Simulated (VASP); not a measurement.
Set up this calculation in VASP 6.6.1, as the native input.

| Item | Value |
| --- | --- |
| Task | single point |
| Functional | PBE |
| Potentials or basis | VASP PAW PBE potentials, release 64 (Ni, Mo_sv, Pd, Ir, W_sv) |
| Cutoff | 520 eV |
| k mesh | 8 × 8 × 2 |
| Occupations | fermi-dirac, width 0.05 eV |
| Spin | collinear spin, ferromagnetic start |
| Starting moments | [1.0, 1.0, 0.0, 0.6, 0.0] μB |
| Dipole correction | no |
| Further INCAR settings | ALGO = Normal; EDIFF = 1e-06; NBANDS = 40 |

The structure of NiMoIrPdW lies in POSCAR:

```
NiMoIrPdW
1.0
    2.7435903407      0.0000000000      0.0000000000
   -1.3717951704      2.3760189326      0.0000000000
    0.0000000000      0.0000000000     11.2245244741
Ni Mo Pd Ir W
1 1 1 1 1
Direct
    0.0000000000      0.0000000000      0.7102955738
    0.6666666667      0.3333333333      0.2954076709
    0.6666666667      0.3333333333      0.8982559510
    0.0000000000      0.0000000000      0.1039002623
    0.6666666667      0.3333333333      0.5298205420
```

The input as run:

INCAR

```
SYSTEM = NiMoIrPdW
  ALGO = Normal
  EDIFF = 1E-6
  ENCUT = 520
  GGA = PE
  ISIF = 2
  ISMEAR = -1
  ISPIN = 2
  LASPH = .TRUE.
  LCHARG = .TRUE.
  LELF = .TRUE.
  LMAXMIX = 4
  LORBIT = 11
  LREAL = .FALSE.
  LVHAR = .TRUE.
  LWAVE = .FALSE.
  MAGMOM = 1 1 0 0.6 0
  NBANDS = 40
  NELM = 150
  PREC = Accurate
  SIGMA = 0.05
```

KPOINTS

```
k-points
0
G
  8 8 2
  0 0 0
```

Potentials or basis: VASP PAW PBE potentials, release 64 (Ni, Mo_sv, Pd, Ir, W_sv).

Run with:

```sh
$ cat potpaw_PBE.64/Ni/POTCAR potpaw_PBE.64/Mo_sv/POTCAR potpaw_PBE.64/Pd/POTCAR potpaw_PBE.64/Ir/POTCAR potpaw_PBE.64/W_sv/POTCAR > POTCAR
$ mpirun -np 1 vasp_std > vasp.out
```

Results of the run:

```json
{"Pressure": "5.0 GPa", "Largest force": "0.036 eV/Å", "Net moment": "0.00 μB per cell", "Valence electrons inside the program's atomic spheres": "Ni 9.25; Mo 12.59; Pd 9.53; Ir 8.34; W 12.13"}
```

Run time: 5.3 min on 1 thread of Intel Xeon 8259CL (shared host), peak memory 0.29 GiB.
